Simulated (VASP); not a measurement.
# AlNi3 (Pm-3m) in VASP: notebook, part 2 of 2

VASP 6.6.1. The steps go on from the part before.

### 3 Single point, PBE, collinear spin

The input, INCAR:

```
SYSTEM = AlNi3
PREC = Accurate
ENCUT = 520
EDIFF = 1E-6
ISMEAR = -1
SIGMA = 0.05
LREAL = .False.
LASPH = .True.
NELM = 150
ALGO = Normal
ISIF = 2
LWAVE = .False.
LCHARG = .False.
ISPIN = 2
MAGMOM = 0.65 -0.09 0.18 0
LORBIT = 11
LMAXMIX = 4
GGA = PE
NBANDS = 28
```

The input, KPOINTS:

```
Automatic mesh
0
Gamma
  8 8 8
  0 0 0
```

The input, POSCAR:

```
AlNi3
1.0
    3.5230547267      0.0000000000      0.0000000000
    0.0000000000      3.5230547267      0.0000000000
    0.0000000000      0.0000000000      3.5230547267
Ni Al
3 1
Direct
    0.5000000000      0.5000000000      0.0000000000
    0.5000000000      0.0000000000      0.5000000000
    0.0000000000      0.5000000000      0.5000000000
    0.0000000000      0.0000000000      0.0000000000
```

Potentials or basis: VASP PAW PBE potentials, release 64 (Ni, Al).

Command:

```bash
$ cat potpaw_PBE.64/Ni/POTCAR potpaw_PBE.64/Al/POTCAR > POTCAR
$ mpirun -np 1 vasp_std > vasp.out
```

OUTCAR:

```text
SYSTEM = AlNi3
   PREC = Accurate
   ENCUT = 520
   EDIFF = 1E-6
   ISMEAR = -1
   LREAL = .False.
   LASPH = .True.
   NELM = 150
   ISIF = 2
   ISPIN = 2
   LORBIT = 11
   GGA = PE

 ion  position               nearest neighbor table
   1  0.500  0.500  0.000-   2 2.49   3 2.49   4 2.49   2 2.49   3 2.49   2 2.49   4 2.49   2 2.49
                             3 2.49   4 2.49   3 2.49   4 2.49
   2  0.500  0.000  0.500-   1 2.49   3 2.49   4 2.49   1 2.49   4 2.49   1 2.49   3 2.49   1 2.49
                             3 2.49   4 2.49   4 2.49   3 2.49
   3  0.000  0.500  0.500-   1 2.49   2 2.49   4 2.49   1 2.49   4 2.49   2 2.49   4 2.49   4 2.49
                             1 2.49   2 2.49   1 2.49   2 2.49
   4  0.000  0.000  0.000-   1 2.49   2 2.49   3 2.49   2 2.49   3 2.49   1 2.49   3 2.49   3 2.49
                             1 2.49   2 2.49   2 2.49   1 2.49

  LATTYP: Found a simple cubic cell.
 ALAT       =     3.5230547267

  Lattice vectors:

 A1 = (   3.5230547267,   0.0000000000,   0.0000000000)
 A2 = (   0.0000000000,   3.5230547267,   0.0000000000)
 A3 = (   0.0000000000,   0.0000000000,   3.5230547267)

Analysis of symmetry for initial positions (statically):
=====================================================================
 Subroutine PRICEL returns:
 Original cell was already a primitive cell.

 Routine SETGRP: Setting up the symmetry group for a
 simple cubic supercell.

 Subroutine GETGRP returns: Found 48 space group operations
 (whereof 48 operations were pure point group operations)
 out of a pool of 48 trial point group operations.

The static configuration has the point symmetry O_h .

Analysis of symmetry for dynamics (positions and initial velocities):
=====================================================================
 Subroutine PRICEL returns:
 Original cell was already a primitive cell.

 Routine SETGRP: Setting up the symmetry group for a
 simple cubic supercell.

 Subroutine GETGRP returns: Found 48 space group operations
 (whereof 48 operations were pure point group operations)
 out of a pool of 48 trial point group operations.

The dynamic configuration has the point symmetry O_h .

Analysis of structural, dynamic, and magnetic symmetry:
[... 167 lines left out ...]
 fundamental gap:      0.0015453497
 Fermi energy:         9.9306287318

 spin component 1

 k-point     1 :       0.0000    0.0000    0.0000
  band No.  band energies     occupation
      1      -0.2369      1.00000
      2       5.4567      1.00000
      3       6.1447      1.00000
      4       6.1447      1.00000
      5       6.5138      1.00000
      6       6.5138      1.00000
[... 733 lines left out ...]
     27      23.7969      0.00000
     28      25.0098      0.00000

 [... further k-points ...]

 spin component 2

 k-point     1 :       0.0000    0.0000    0.0000
  band No.  band energies     occupation
      1      -0.2628      1.00000
      2       5.5317      1.00000
      3       6.2877      1.00000
      4       6.2877      1.00000
      5       6.7808      1.00000
      6       6.7808      1.00000
[... 733 lines left out ...]
     27      23.8053      0.00000
     28      25.0196      0.00000

 [... further k-points ...]

------------------------ aborting loop because EDIFF is reached ----------------------------------------

  FORCE on cell =-STRESS in cart. coord.  units (eV):
  Direction    XX          YY          ZZ          XY          YZ          ZX
  --------------------------------------------------------------------------------------
  -------------------------------------------------------------------------------------
  Total        1.9945911      1.9946252      1.9945329      0.0000000      0.0000000      0.0000000
  in kB       73.0813032     73.0825531     73.0791702      0.0000000      0.0000000      0.0000000
  external PRESSURE =      73.0810089 kB  Pullay stress =       0.0000000 kB

 VOLUME and BASIS-vectors are now :
 -----------------------------------------------------------------------------
  energy-cutoff  :      520.00
  volume of cell :       43.73
      direct lattice vectors                 reciprocal lattice vectors
     3.523054727  0.000000000  0.000000000     0.283844583  0.000000000  0.000000000
     0.000000000  3.523054727  0.000000000     0.000000000  0.283844583  0.000000000
     0.000000000  0.000000000  3.523054727     0.000000000  0.000000000  0.283844583

 POSITION                                       TOTAL-FORCE (eV/Angst)
 -----------------------------------------------------------------------------------
      1.76153      1.76153      0.00000         0.000000      0.000000      0.000000
      1.76153      0.00000      1.76153         0.000000      0.000000      0.000000
      0.00000      1.76153      1.76153         0.000000      0.000000      0.000000
      0.00000      0.00000      0.00000         0.000000      0.000000      0.000000
 -----------------------------------------------------------------------------------
    total drift:                                0.000000      0.000000      0.000000

  FREE ENERGIE OF THE ION-ELECTRON SYSTEM (eV)
  ---------------------------------------------------
  free  energy   TOTEN  =       -21.8720194288 eV

  energy  without entropy=      -21.8420980428  energy(sigma->0) =      -21.85705874

 total charge

# of ion       s       p       d       tot
------------------------------------------
    1        0.507   0.545   8.396   9.448
    2        0.507   0.545   8.396   9.448
    3        0.507   0.545   8.396   9.448
    4        0.412   0.405   0.000   0.818
--------------------------------------------------
tot          1.934   2.041  25.188  29.162

 magnetization (x)

# of ion       s       p       d       tot
------------------------------------------
    1       -0.003  -0.009   0.249   0.237
    2       -0.003  -0.009   0.249   0.237
    3       -0.003  -0.009   0.249   0.237
    4       -0.001  -0.007   0.000  -0.008
--------------------------------------------------
tot         -0.009  -0.033   0.746   0.704
```

stdout:

```text
POSCAR found type information on POSCAR NiAl
 POSCAR found :  2 types and       4 ions
 scaLAPACK will be used
 LDA part: xc-table for (Slater+PW92), standard interpolation
 POSCAR, INCAR and KPOINTS ok, starting setup
 FFT: planning ... GRIDC
 FFT: planning ... GRID_SOFT
 FFT: planning ... GRID
 WAVECAR not read
 entering main loop
```

It took 11 min on 1 thread of Intel Xeon 8259CL, shared host; peak memory 0.33 GiB.

Results:

- Free energy: -21.8720 eV
- Pressure: 7.3 GPa
- Net moment: 0.67 μB per cell
- Site moments: Ni +0.24; Al -0.01 μB
- Valence electrons inside the program's atomic spheres: Ni 9.45; Al 0.82

Caveat: the cell stands under pressure.
